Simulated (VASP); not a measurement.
# BaTiO3 (Amm2) in VASP: a series of runs

Runs on BaTiO3. Level: PBE. Tasks: single point.

Program: VASP 6.6.1. These are calculated values, not measurements. Logs are shortened: lines on timing, memory, paths and dates and some standing lists are left out, and cuts for length are marked.

**1. The cell of the first run**

The structure is orthorhombic, space group Amm2 (No. 38). Conventional cell: a = 4.019 Å, b = 5.684 Å, c = 5.684 Å, α = 90.00°, β = 90.00°, γ = 90.00°. Within 3.6 Å of Ba (site symmetry mm2) lie 12 O at 2.72 to 2.96 Å and 8 Ti at 3.48 Å. Within 2.7 Å of Ti (site symmetry mm2) lie 6 O at 2.01 Å. O (site symmetry mm2) has 2 Ti at 2.01 Å and 4 Ba at 2.72 to 2.96 Å and 8 O at 2.78 to 2.90 Å within 3.0 Å. Within 3.0 Å of O (site symmetry m) lie 2 Ti at 2.01 Å and 8 O at 2.78 to 2.90 Å and 4 Ba at 2.84 Å.

**2. Single point, PBE (atom 3 (O) moved -0.120 Å towards its neighbour atom 1 (Ba) at 2.842 Å)**

Contents of INCAR:

```
  ALGO = Normal
  EDIFF = 1E-6
  ENCUT = 520
  GGA = PE
  ISIF = 2
  ISMEAR = 0
  LASPH = True
  LCHARG = False
  LREAL = False
  LWAVE = False
  NBANDS = 28
  NELM = 80
  PREC = Accurate
  SIGMA = 0.05
```

Contents of KPOINTS:

```
k-points
0
Gamma
  8 8 8
```

Contents of POSCAR:

```
BaTiO3
1.0
    4.0192501416      0.0000000000      0.0000000000
    0.0000000000      4.0192501416      0.0000000000
    0.0000000000      0.0000000000      4.0192501416
Ba Ti O
1 1 3
Direct
    0.5000000000      0.5000000000      0.5000000000
    0.0000000000      0.0000000000      0.0000000000
    0.5000000000      0.0211116031      0.0211116031
    0.0000000000      0.5000000000      0.0000000000
    0.0000000000      0.0000000000      0.5000000000
```

Potentials or basis: VASP PAW PBE potentials, release 64 (Ba_sv, Ti_sv, O).

Run with:

```
$ cat potpaw_PBE.64/Ba_sv/POTCAR potpaw_PBE.64/Ti_sv/POTCAR potpaw_PBE.64/O/POTCAR > POTCAR
$ mpirun -np 1 vasp_std > vasp.out
```

OUTCAR:

```text
EDIFF = 1E-6
   ENCUT = 520
   GGA = PE
   ISIF = 2
   ISMEAR = 0
   LASPH = True
   LREAL = False
   NELM = 80
   PREC = Accurate

 ion  position               nearest neighbor table
   1  0.500  0.500  0.500-   3 2.72   4 2.84   5 2.84   4 2.84   5 2.84   4 2.84   5 2.84   4 2.84
                             5 2.84   3 2.84   3 2.84   3 2.96   2 3.48   2 3.48   2 3.48   2 3.48
   2  0.000  0.000  0.000-   4 2.01   5 2.01   5 2.01   4 2.01   3 2.01   3 2.01   1 3.48   1 3.48
                             1 3.48   1 3.48   1 3.48   1 3.48   1 3.48   1 3.48
   3  0.500  0.021  0.021-   2 2.01   2 2.01   1 2.72   1 2.84   1 2.84   1 2.96
   4  0.000  0.500  0.000-   2 2.01   2 2.01   1 2.84   1 2.84   1 2.84   1 2.84
   5  0.000  0.000  0.500-   2 2.01   2 2.01   1 2.84   1 2.84   1 2.84   1 2.84

  LATTYP: Found a simple cubic cell.
 ALAT       =     4.0192501416

  Lattice vectors:

 A1 = (   4.0192501416,   0.0000000000,   0.0000000000)
 A2 = (   0.0000000000,   4.0192501416,   0.0000000000)
 A3 = (   0.0000000000,   0.0000000000,   4.0192501416)

Analysis of symmetry for initial positions (statically):
=====================================================================
 Subroutine PRICEL returns:
 Original cell was already a primitive cell.

 Routine SETGRP: Setting up the symmetry group for a
 simple cubic supercell.

 Subroutine GETGRP returns: Found  4 space group operations
 (whereof  4 operations were pure point group operations)
 out of a pool of 48 trial point group operations.

The static configuration has the point symmetry C_2v.

Analysis of symmetry for dynamics (positions and initial velocities):
=====================================================================
 Subroutine PRICEL returns:
 Original cell was already a primitive cell.

 Routine SETGRP: Setting up the symmetry group for a
 simple cubic supercell.

 Subroutine GETGRP returns: Found  4 space group operations
 (whereof  4 operations were pure point group operations)
 out of a pool of 48 trial point group operations.

The dynamic configuration has the point symmetry C_2v.

 Subroutine INISYM returns: Found  4 space group operations
 (whereof  4 operations are pure point group operations),
 and found     1 'primitive' translations

----------------------------------------------------------------------------------------

                                     Primitive cell

  volume of cell :      64.9285

  direct lattice vectors                    reciprocal lattice vectors
     4.019250142  0.000000000  0.000000000     0.248802629  0.000000000  0.000000000
     0.000000000  4.019250142  0.000000000     0.000000000  0.248802629  0.000000000
     0.000000000  0.000000000  4.019250142     0.000000000  0.000000000  0.248802629

  length of vectors
     4.019250142  4.019250142  4.019250142     0.248802629  0.248802629  0.248802629

  position of ions in fractional coordinates (direct lattice)
     0.500000000  0.500000000  0.500000000
     0.000000000  0.000000000  0.000000000
     0.500000000  0.021111603  0.021111603
     0.000000000  0.500000000  0.000000000
     0.000000000  0.000000000  0.500000000

  ion indices of the primitive-cell ions
   primitive index   ion index
                 1           1
                 2           2
                 3           3
                 4           4
                 5           5

----------------------------------------------------------------------------------------

 KPOINTS: k-points

Automatic generation of k-mesh.
 Grid dimensions read from file:
 generate k-points for:    8    8    8

 Generating k-lattice:

  Cartesian coordinates                     Fractional coordinates (reciprocal lattice)
     0.031100329  0.000000000  0.000000000     0.125000000  0.000000000  0.000000000
     0.000000000  0.031100329  0.000000000     0.000000000  0.125000000  0.000000000
     0.000000000  0.000000000  0.031100329     0.000000000  0.000000000  0.125000000

  Length of vectors
     0.031100329  0.031100329  0.031100329

  Shift w.r.t. Gamma in fractional coordinates (k-lattice)
     0.000000000  0.000000000  0.000000000

 Subroutine IBZKPT returns following result:
 ===========================================

 Found    105 irreducible k-points:

 Following reciprocal coordinates:
            Coordinates               Weight
  0.000000  0.000000  0.000000      1.000000
  0.125000  0.000000  0.000000      2.000000
  0.000000  0.125000  0.000000      4.000000
  0.250000  0.000000  0.000000      2.000000
  0.000000  0.250000  0.000000      4.000000
  0.375000  0.000000  0.000000      2.000000
[... 16 lines left out ...]
  0.125000  0.000000  0.500000      4.000000
  0.250000  0.250000  0.000000      8.000000
 [... further k-points ...]
   k-points           NKPTS =    105   k-points in BZ     NKDIM =    105   number of bands    NBANDS=     28
   number of dos      NEDOS =    301   number of ions     NIONS =      5
   total plane-waves  NPLWV =  27000
   dimension x,y,z NGX =    30 NGY =   30 NGZ =   30
   dimension x,y,z NGXF=    60 NGYF=   60 NGZF=   60
   ions per type =               1   1   3
   NGX,Y,Z   is equivalent  to a cutoff of  12.41, 12.41, 12.41 a.u.
   NGXF,Y,Z  is equivalent  to a cutoff of  24.82, 24.82, 24.82 a.u.
 SYSTEM =  unknown system
   PREC   = accura    normal or accurate (medium, high low for compatibility)
   ISTART =      0    job   : 0-new  1-cont  2-samecut
   ICHARG =      2    charge: 1-file 2-atom 10-const
   ISPIN  =      1    spin polarized calculation?
   LNONCOLLINEAR =      F non collinear calculations
   LSORBIT =      F    spin-orbit coupling
   LASPH  =      T    aspherical Exc in radial PAW
   ENCUT  =  520.0 eV  38.22 Ry    6.18 a.u.   7.47  7.47  7.47*2*pi/ulx,y,z
   NELM   =     80;   NELMIN=  2; NELMDL= -5     # of ELM steps
   EDIFF  = 0.1E-05   stopping-criterion for ELM
   LREAL  =      F    real-space projection
   EDIFFG = 0.1E-04   stopping-criterion for IOM
   NSW    =      0    number of steps for IOM
   IBRION =     -1    ionic relax: 0-MD 1-quasi-New 2-CG
   NFREE  =      0    steps in history (QN), initial steepest desc. (CG)
   ISIF   =      2    stress and relaxation
   ISYM   =      2    0-nonsym 1-usesym 2-fastsym
   POTIM  = 0.5000    time-step for ionic-motion
   TEBEG  =    0.0;   TEEND  =   0.0 temperature during run
   PSTRESS=    0.0 pullay stress
   NELECT =      40.0000    total number of electrons
   NUPDOWN=      -1.0000    fix difference up-down
   EMIN   =  10.00;   EMAX   =-10.00  energy-range for DOS
   EFERMI =   0.00;   METHOD = LEGACY
   ISMEAR =     0;   SIGMA  =   0.05  broadening in eV -4-tet -1-fermi 0-gaus
   EFERMI_NEDOS =   21; number of points for ismear=-14 and -15
   IALGO  =     38    algorithm
   IMIX   =      4    mixing-type and parameters
     AMIX     =   0.40;   BMIX     =  1.00
     AMIX_MAG =   1.60;   BMIX_MAG =  1.00
  volume/ion in A,a.u.               =      12.99        87.63
  Fermi-wavevector in a.u.,A,eV,Ry     =   1.392996  2.632380 26.401250  1.940437
  Thomas-Fermi vector in A             =   2.516685
   LORBIT       =      0    0 simple, 1 ext, 2 COOP (PROOUT), +10 PAW based schemes
   GGA     = PE    functional components
   LHFCALC =     F    Hartree Fock is set to
   AEXX    =    0.0000 exact exchange contribution
   IVDW    =     0    specifies the selected vdW correction
   LEPSILON=     F    determine dielectric tensor
   LRPA    =     F    only Hartree local field effects (RPA)
 non-spin polarized calculation
 Gauss-broadening in eV      SIGMA  =   0.05
  energy-cutoff  :      520.00
  volume of cell :       64.93
 maximum number of plane-waves:      1775
 NGX is ok and might be reduce to    30
   NGX = 15   NGY = 15   NGZ = 15

 number of electron      39.9999979 magnetization

 Free energy of the ion-electron system (eV)
  ---------------------------------------------------
  ext. energy  EPLUGINS =         0.00000000
  ---------------------------------------------------
  free energy    TOTEN  =       -39.94197570 eV

  energy without entropy =      -39.94197570  energy(sigma->0) =      -39.94197570

 E-fermi :   3.9845     XC(G=0): -11.1939

 val. band max:        3.7479665116   @ k =   0.5000   0.5000   0.5000
 cond. band min:       5.4540479207   @ k =   0.0000   0.0000   0.0000
 fundamental gap:      1.7060814091
 Fermi energy:         3.9845499994

 k-point     1 :       0.0000    0.0000    0.0000
  band No.  band energies     occupation
      1     -52.9587      2.00000
      2     -29.1630      2.00000
      3     -29.1626      2.00000
      4     -29.1620      2.00000
      5     -21.0964      2.00000
      6     -13.1296      2.00000
[... 20 lines left out ...]
     27       8.8135      0.00000
     28      10.9603      0.00000

 k-point     2 :       0.1250    0.0000    0.0000
  band No.  band energies     occupation
      1     -52.9586      2.00000
      2     -29.1697      2.00000
      3     -29.1628      2.00000
      4     -29.1617      2.00000
      5     -21.0803      2.00000
      6     -13.1363      2.00000
[... 20 lines left out ...]
     27       9.1005      0.00000
     28      11.3313      0.00000

 k-point     3 :       0.0000    0.1250    0.0000
  band No.  band energies     occupation
      1     -52.9586      2.00000
      2     -29.1698      2.00000
      3     -29.1623      2.00000
      4     -29.1622      2.00000
      5     -21.0803      2.00000
      6     -13.1358      2.00000
[... 20 lines left out ...]
     27       9.1165      0.00000
     28      11.3315      0.00000

 k-point     4 :       0.2500    0.0000    0.0000
  band No.  band energies     occupation
      1     -52.9582      2.00000
      2     -29.1869      2.00000
      3     -29.1621      2.00000
      4     -29.1611      2.00000
      5     -21.0411      2.00000
      6     -13.1933      2.00000
[... 578 lines left out ...]
     27      11.5514      0.00000
     28      12.1239      0.00000

 k-point    23 :       0.1250    0.0000    0.5000
  band No.  band energies     occupation
      1     -52.9576      2.00000
      2     -29.2110      2.00000
      3     -29.1677      2.00000
      4     -29.1604      2.00000
      5     -20.9735      2.00000
      6     -13.2681      2.00000
[... 20 lines left out ...]
     27      11.5542      0.00000
     28      12.1239      0.00000

 k-point    24 :       0.2500    0.2500    0.0000
  band No.  band energies     occupation
      1     -52.9578      2.00000
      2     -29.1864      2.00000
      3     -29.1851      2.00000
      4     -29.1607      2.00000
      5     -20.9951      2.00000
      6     -13.0895      2.00000
[... 20 lines left out ...]
     27      10.9519      0.00000
     28      12.2137      0.00000

 [... further k-points ...]

------------------------ aborting loop because EDIFF is reached ----------------------------------------

  FORCE on cell =-STRESS in cart. coord.  units (eV):
  Direction    XX          YY          ZZ          XY          YZ          ZX
  --------------------------------------------------------------------------------------
  -------------------------------------------------------------------------------------
  Total        0.6656967      0.7539934      0.7539934      0.0000000      0.0440850     -0.0000000
  in kB       16.4267577     18.6055712     18.6055712      0.0000000      1.0878422     -0.0000000
  external PRESSURE =      17.8793000 kB  Pullay stress =       0.0000000 kB

 VOLUME and BASIS-vectors are now :
 -----------------------------------------------------------------------------
  energy-cutoff  :      520.00
  volume of cell :       64.93
      direct lattice vectors                 reciprocal lattice vectors
     4.019250142  0.000000000  0.000000000     0.248802629  0.000000000  0.000000000
     0.000000000  4.019250142  0.000000000     0.000000000  0.248802629  0.000000000
     0.000000000  0.000000000  4.019250142     0.000000000  0.000000000  0.248802629

 POSITION                                       TOTAL-FORCE (eV/Angst)
 -----------------------------------------------------------------------------------
      2.00963      2.00963      2.00963         0.000000      0.082698      0.082698
      0.00000      0.00000      0.00000         0.000000      0.060415      0.060415
      2.00963      0.08485      0.08485         0.000000     -0.474240     -0.474240
      0.00000      2.00963      0.00000         0.000000      0.381987     -0.050859
      0.00000      0.00000      2.00963         0.000000     -0.050859      0.381987
 -----------------------------------------------------------------------------------
    total drift:                                0.000000      0.000020      0.000021

  FREE ENERGIE OF THE ION-ELECTRON SYSTEM (eV)
  ---------------------------------------------------
  free  energy   TOTEN  =       -39.9419756957 eV

  energy  without entropy=      -39.9419756957  energy(sigma->0) =      -39.94197570
```

It took 81 s on 1 thread of Intel Xeon 6975P-C (Granite Rapids), shared host; peak memory 0.3 GiB.

Results:

- Free energy: -39.9420 eV
- Pressure: 1.8 GPa
- Largest force: 0.671 eV/Å
- Band gap on the k mesh: 1.71 eV (least direct gap 1.88 eV)

Forces on the atoms (eV/Å):
```
Ba   0.000  0.083  0.083
Ti   0.000  0.060  0.060
O    0.000 -0.474 -0.474
O    0.000  0.382 -0.051
O    0.000 -0.051  0.382
```

Levels at points of the mesh, in eV from the valence-band top:
```
           k point  band 16  band 17  band 18  band 19  band 20  band 21  band 22  band 23  band 24  band 25
(0.00, 0.00, 0.00)    -1.09    -1.09    -0.22    -0.19    -0.18     1.71     1.72     1.82     3.80     3.83
(0.50, 0.00, 0.00)    -1.95    -1.79    -1.64    -0.73    -0.73     1.86     3.33     3.38     3.81     5.73
(0.00, 0.50, 0.00)    -1.90    -1.83    -1.82    -0.73    -0.72     1.90     3.41     3.42     3.82     5.79
(0.50, 0.50, 0.00)    -2.63    -1.74    -0.89    -0.89    -0.09     3.38     3.41     3.80     4.63     7.45
(0.00, 0.50, 0.50)    -2.66    -1.63    -0.89    -0.88    -0.10     3.41     3.44     3.83     4.65     7.52
(0.50, 0.50, 0.50)    -2.42    -2.38    -0.03    -0.01     0.00     4.02     4.04     4.06     6.58     6.66
```

Caveat: the cell differs from its parent crystal (atom 3 (O) moved -0.120 Å towards its neighbour atom 1 (Ba) at 2.842 Å); spin-orbit coupling is left out, which moves the levels of the heavy elements.

**3. Single point, PBE (atom 3 (O) moved +0.080 Å towards its neighbour atom 1 (Ba) at 2.842 Å)**

Contents of INCAR:

```
PREC     = Accurate       # precision mode
ENCUT    = 520            # plane-wave cutoff, eV
EDIFF    = 1E-6           # SCF threshold, eV
ISMEAR   = 0              # smearing method
SIGMA    = 0.05           # smearing width, eV
LREAL    = False          # projectors in reciprocal space
LASPH    = True           # aspherical terms in the spheres
NELM     = 80             # most SCF steps
ALGO     = Normal         # electronic algorithm
ISIF     = 2              # what is computed and relaxed
LWAVE    = False          # write WAVECAR
LCHARG   = False          # write CHGCAR
GGA      = PE             # functional
NBANDS   = 28             # bands
```

Contents of KPOINTS:

```
Automatic mesh
0
Gamma
  8 8 8
```

POSCAR: that of step 2 with these lines changed.

```diff
@@ -10,3 +10,3 @@
     0.0000000000      0.0000000000      0.0000000000
-    0.5000000000      0.0211116031      0.0211116031
+    0.5000000000     -0.0140744021     -0.0140744021
     0.0000000000      0.5000000000      0.0000000000
```

Potentials or basis: VASP PAW PBE potentials, release 64 (Ba_sv, Ti_sv, O).

Run with:

```
$ cat potpaw_PBE.64/Ba_sv/POTCAR potpaw_PBE.64/Ti_sv/POTCAR potpaw_PBE.64/O/POTCAR > POTCAR
$ mpirun -np 1 vasp_std > vasp.out
```

Run time: 74 s. Hardware: 1 thread of Intel Xeon 6975P-C (Granite Rapids), shared host; peak memory 0.3 GiB.

It converged, with:

* Free energy: -39.9642 eV
* Pressure: 1.8 GPa
* Largest force: 0.442 eV/Å
* Band gap on the k mesh: 1.71 eV (least direct gap 1.88 eV)

Forces in eV/Å, atoms in the order of the input:
```
Ba   0.000 -0.052 -0.052
Ti   0.000 -0.039 -0.039
O    0.000  0.313  0.313
O    0.000 -0.256  0.034
O    0.000  0.034 -0.256
```

Stress tensor (GPa, compression positive):
```
1.69 0.00 0.00
0.00 1.79 0.05
0.00 0.05 1.79
```

Levels at points of the mesh, in eV from the valence-band top:
```
           k point  band 17  band 18  band 19  band 20  band 21  band 22  band 23  band 24
(0.00, 0.00, 0.00)    -1.08    -0.19    -0.17    -0.17     1.71     1.72     1.76     3.81
(0.50, 0.00, 0.00)    -1.80    -1.70    -0.72    -0.72     1.87     3.38     3.40     3.82
(0.00, 0.50, 0.00)    -1.82    -1.82    -0.72    -0.72     1.89     3.42     3.42     3.82
(0.50, 0.50, 0.00)    -1.73    -0.88    -0.88    -0.09     3.41     3.42     3.82     4.64
(0.00, 0.50, 0.50)    -1.68    -0.89    -0.88    -0.09     3.42     3.43     3.83     4.65
(0.50, 0.50, 0.50)    -2.40    -0.01    -0.01     0.00     4.05     4.06     4.07     6.63
```

Caveat: the cell differs from its parent crystal (atom 3 (O) moved +0.080 Å towards its neighbour atom 1 (Ba) at 2.842 Å); spin-orbit coupling is left out, which moves the levels of the heavy elements. A k mesh can miss the band edges.

**4. Single point, PBE (atom 3 (O) moved -0.040 Å towards its neighbour atom 1 (Ba) at 2.842 Å)**

Contents of INCAR:

```
  ALGO = Normal
  EDIFF = 1E-7
  ENCUT = 520
  GGA = PE
  ISIF = 2
  ISMEAR = 0
  LASPH = True
  LCHARG = False
  LREAL = False
  LWAVE = False
  NBANDS = 28
  NELM = 100
  PREC = Accurate
  SIGMA = 0.05
```

Contents of KPOINTS:

```
k-points
0
Gamma
  8 8 8
```

POSCAR: that of step 3 with these lines changed.

```diff
@@ -10,3 +10,3 @@
     0.0000000000      0.0000000000      0.0000000000
-    0.5000000000     -0.0140744021     -0.0140744021
+    0.5000000000      0.0070372010      0.0070372010
     0.0000000000      0.5000000000      0.0000000000
```

Run with:

```
$ cat potpaw_PBE.64/Ba_sv/POTCAR potpaw_PBE.64/Ti_sv/POTCAR potpaw_PBE.64/O/POTCAR > POTCAR
$ mpirun -np 1 vasp_std > vasp.out
```

Wall time 85 s (1 thread of Intel Xeon 6975P-C (Granite Rapids), shared host); peak memory 0.3 GiB.

The run converged. Its results:

| Item | Value |
| --- | --- |
| Free energy | -39.9774 eV |
| Pressure | 1.7 GPa |
| Largest force | 0.219 eV/Å |
| Band gap on the k mesh | 1.72 eV (least direct gap 1.88 eV) |

Forces in eV/Å, atoms in the order of the input:
```
Ba   0.000  0.025  0.025
Ti   0.000  0.019  0.019
O    0.000 -0.155 -0.155
O    0.000  0.128 -0.017
O    0.000 -0.017  0.128
```

Levels at points of the mesh, in eV from the valence-band top:
```tsv
k point	band 17	band 18	band 19	band 20	band 21	band 22	band 23	band 24
(0.00, 0.00, 0.00)	-1.07	-0.16	-0.16	-0.16	1.72	1.72	1.73	3.82
(0.50, 0.00, 0.00)	-1.81	-1.77	-0.72	-0.72	1.87	3.41	3.42	3.82
(0.00, 0.50, 0.00)	-1.82	-1.81	-0.72	-0.72	1.88	3.42	3.42	3.82
(0.50, 0.50, 0.00)	-1.73	-0.88	-0.88	-0.09	3.42	3.43	3.83	4.65
(0.00, 0.50, 0.50)	-1.71	-0.88	-0.88	-0.09	3.43	3.43	3.84	4.65
(0.50, 0.50, 0.50)	-2.41	0.00	0.00	0.00	4.07	4.08	4.08	6.66
```

Caveat: the cell differs from its parent crystal (atom 3 (O) moved -0.040 Å towards its neighbour atom 1 (Ba) at 2.842 Å); spin-orbit coupling is left out, which moves the levels of the heavy elements.

**5. Overview**

| cell | gap on the mesh (eV) | pressure (GPa) | largest force (eV/Å) |
| --- | --- | --- | --- |
| as given, atomic positions A | 1.71 | 1.8 | 0.67 |
| as given, atomic positions B | 1.71 | 1.8 | 0.44 |
| as given, atomic positions C | 1.72 | 1.7 | 0.22 |

Alike in all rows: task single point; level PBE; potentials or basis VASP PAW PBE potentials, release 64 (Ba_sv, Ti_sv, O); no spin polarisation; k mesh 8 × 8 × 8; cutoff (eV) 520; smearing gaussian 0.05 eV.

Caveats: spin-orbit coupling is left out, which moves the levels of the heavy elements.

Total energies depend on the potentials used, so only differences within one code and one set of settings carry meaning.
